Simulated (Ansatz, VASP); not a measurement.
**BiTe: VASP beside Ansatz**

```xyz
2
Lattice="0.0000 3.2350 3.2350 3.2350 0.0000 3.2350 3.2350 3.2350 0.0000" Properties=species:S:1:pos:R:3 pbc="T T T"
Bi    0.0000    0.0000    0.0000
Te    3.2350    3.2350    3.2350
```

Alike in both runs: task relaxation of cell and atoms; functional r2SCAN; k mesh 9 × 9 × 9; occupations fermi-dirac, width 0.1 eV; no spin polarisation.

|  | VASP | Ansatz |
| --- | --- | --- |
| version | VASP 6.6.1 | Ansatz 0.2.0 |
| potentials or method | VASP PAW PBE potentials, release 64 (Bi_d, Te), cutoff 600 eV | PAW plane waves |
| valence electrons in the cell | 21 | 31 |

```csv
,VASP,Ansatz,Ansatz less VASP
"gap on the k mesh at the Fermi level, each at its own relaxed structure (eV)",none,none,-
relaxed volume (Å³/atom),33.86,33.93,+0.077
relaxed length of the cell vector where the two differ most in proportion (Å),4.575,4.578,+0.0035
```

VASP's potentials were made for PBE, not for r2SCAN. A gap of «none» marks a metal or a gap that the smearing closes. VASP's potentials hold 21 valence electrons a cell and Ansatz's 31, so a difference there can come from the potentials and not from the codes.

Neither program's run includes spin-orbit coupling. Noted on VASP's run: the relaxation stopped at its first step, so nothing moved.
